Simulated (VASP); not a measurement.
Runs of VASP 6.6.1 on Ag. The structure is that of space group P6_3/mmc (No. 194), or close to it. The cells are those of the table. 

```csv
task,cell,cutoff (eV),gap on the mesh (eV),pressure (GPa)
relaxation of shape and atoms at fixed volume,"relaxed from a = 2.315, b = 2.315, c = 3.847 Å, angles 90.0, 90.0, 120.0°, 2 atoms",600,none,432.3
single point,"a = 2.325, b = 2.325, c = 3.815 Å, angles 90.0, 90.0, 120.0°, 2 atoms",520,none,432.3
single point,"a = 2.574, b = 2.574, c = 4.232 Å, angles 90.0, 90.0, 120.0°, 2 atoms",520,none,103.6
single point,"a = 2.798, b = 2.798, c = 4.634 Å, angles 90.0, 90.0, 120.0°, 2 atoms",520,none,16.5
single point,"a = 2.917, b = 2.917, c = 4.846 Å, angles 90.0, 90.0, 120.0°, 2 atoms",520,none,-0.1
single point,"a = 2.690, b = 2.690, c = 4.444 Å, angles 90.0, 90.0, 120.0°, 2 atoms",520,none,(a)
relaxation of shape and atoms at fixed volume,"relaxed from a = 2.565, b = 2.565, c = 4.262 Å, angles 90.0, 90.0, 120.0°, 2 atoms",600,none,103.6
single point,"a = 2.442, b = 2.442, c = 4.009 Å, angles 90.0, 90.0, 120.0°, 2 atoms",520,none,227.4
```

Alike in all rows: level PBE; potentials or basis VASP PAW PBE potentials, release 64 (Ag); no spin polarisation; k mesh 15 × 15 × 8; smearing fermi-dirac 0.05 eV.

Task: Estimate the missing entries.

Result: (a) 45.4.

A k mesh can miss the band edges, and the runs leave out spin-orbit coupling on Ag.

A gap of «none» marks levels without a gap at the run's occupations.
